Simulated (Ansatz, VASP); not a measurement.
## WC: VASP beside Ansatz

INCAR

```
SYSTEM = WC
ALGO = Normal ; EDIFF = 1E-8
ENCUT = 520 ; GGA = PS
ISIF = 2 ; ISMEAR = -1
LASPH = .TRUE. ; LCHARG = .FALSE.
LEFG = .TRUE. ; LREAL = .FALSE.
LWAVE = .FALSE. ; NBANDS = 16
NELM = 80 ; PREC = Accurate
SIGMA = 0.05
```

KPOINTS

```
k-points
0
G
  13 13 12
  0 0 0
```

The input POSCAR:

```
WC
1.0
    2.9101377242      0.0000000000      0.0000000000
   -1.4550688621      2.5202531977      0.0000000000
    0.0000000000      0.0000000000      2.8383987401
W C
1 1
Direct
    0.0000000000      0.0000000000      0.0000000000
    0.6666666667      0.3333333333      0.5000000000
```

Input for Ansatz:

```yaml
crystal:
  lattice:
    - [2.9101377242, 0.0, 0.0]
    - [-1.4550688621, 2.5202531977, 0.0]
    - [0.0, 0.0, 2.8383987401]
  atoms:
    - { symbol: W, position: [0.0, 0.0, 0.0] }
    - { symbol: C, position: [0.6666666667, 0.3333333333, 0.5] }
kpoints:
  mp_grid: { grid: [13, 13, 12] }
scf:
  occupations: { method: fermi_dirac, width: 0.05 }
hamiltonian:
  xc: pbesol
  pseudopotentials: { kind: all_electron, datasets: crystal }
output:
  forces: true
  stress: true
  eigenvalues: true
  efg: { contact_densities: true }
```

Change from the starting cell: volume scaled by 1.01, crystal datasets.

Alike in both runs: task electric field gradients; functional PBEsol; k mesh 13 × 13 × 12; occupations fermi-dirac, width 0.05 eV; no spin polarisation.

|  | VASP | Ansatz |
| --- | --- | --- |
| version | VASP 6.6.1 | Ansatz 0.2.0 |
| potentials or method | VASP PAW PBE potentials, release 64 (W_sv, C), cutoff 520 eV | all-electron PAW with datasets made for the crystal, scalar-relativistic |

VASP gave:

| Item | Value |
| --- | --- |
| pressure (GPa) | -3.5 |
| traceless stress, the component that is largest in VASP (GPa) | -0.47 |
| size of Vzz on the site where it differs most (V/Å²) | 143.2 |

Problem. What did Ansatz give for the same quantities?

Solution. Pressure (GPa): -4.7; traceless stress, the component that is largest in VASP (GPa): -0.71; size of Vzz on the site where it differs most (V/Å²): 133.0.

VASP's potentials were made for PBE, not for PBEsol. Ansatz ran all-electron here, and VASP with PAW potentials.

Neither program's run includes spin-orbit coupling.
